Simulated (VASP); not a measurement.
## Ti4H: relaxation of the atoms with PBEsol

The system is Ti4H, a slab with vacuum.

```xyz
5
Lattice="2.8679 0.0000 0.0000 0.0000 2.8679 0.0000 0.0000 0.0000 25.0838" Properties=species:S:1:pos:R:3 pbc="T T T"
Ti    1.4340    1.4340    8.5000
Ti    0.0000    0.0000   10.5279
Ti    1.4340    1.4340   12.6566
Ti    0.0000    0.0000   14.5290
H     0.0000    0.0000   16.4490
```

| Property | Result |
| --- | --- |
| Program | VASP 6.6.1 |
| Task | relaxation of the atoms |
| Functional | PBEsol |
| Potentials or basis | VASP PAW PBE potentials, release 64 (Ti_sv, H) |
| Cutoff | 450 eV |
| k mesh | 10 × 10 × 1 |
| Occupations | gaussian, width 0.1 eV |
| Spin | no spin polarisation |
| Dipole correction | yes |
| Atoms held fixed (from 0) | [0, 1] |
| Further INCAR settings | ALGO = Normal; EDIFF = 1e-07; NELMDL = -8; IBRION = 2; EDIFFG = -0.03; NSW = 90 |

```json
{
 "Energy gained by relaxing": "21.5 meV/atom",
 "Ionic steps": "8",
 "Band gap on the k mesh": "zero (an odd number of electrons rules out a gap without spin polarisation)"
}
```

Step by step:
```
step  energy change (eV)  largest force on free atoms (eV/Å)  pressure (GPa)
   1              0.0000                              1.2942           -2.03
   2             -0.0898                              0.4823           -2.04
   3             -0.1017                              0.2212           -1.99
   4             -0.1018                              0.2087           -1.99
   5             -0.1050                              0.1355           -1.94
   6             -0.1070                              0.1030           -1.84
   7             -0.1073                              0.0357           -1.83
   8             -0.1073                              0.0267           -1.83
```

Final structure:
```
Ti H
1.0
     2.86791    0.00000    0.00000
     0.00000    2.86791    0.00000
     0.00000    0.00000   25.08376
Ti H
4 1
Direct
  0.50000 0.50000 0.33886
  0.00000 0.00000 0.41971
  0.50000 0.50000 0.50472
  0.00000 0.00000 0.58255
  0.00000 0.00000 0.65208
```

Levels at points of the mesh, in eV from the Fermi level:
```tsv
k point	band 23	band 24	band 25	band 26	band 27	band 28
(0.00, 0.00, 0.00)	-1.08	-0.12	-0.02	0.56	1.17	1.17
(0.50, 0.00, 0.00)	-0.18	0.19	0.27	0.57	0.66	1.00
(0.50, 0.50, 0.00)	-0.71	-0.71	-0.02	0.70	0.70	2.18
```

Run time: 13 min on 1 thread of Intel(R) Xeon(R) Platinum 8488C (Sapphire Rapids), with other jobs on the host, peak memory 0.31 GiB.

Caveat: the PAW data sets were made with another functional, which shifts forces and pressure a little.
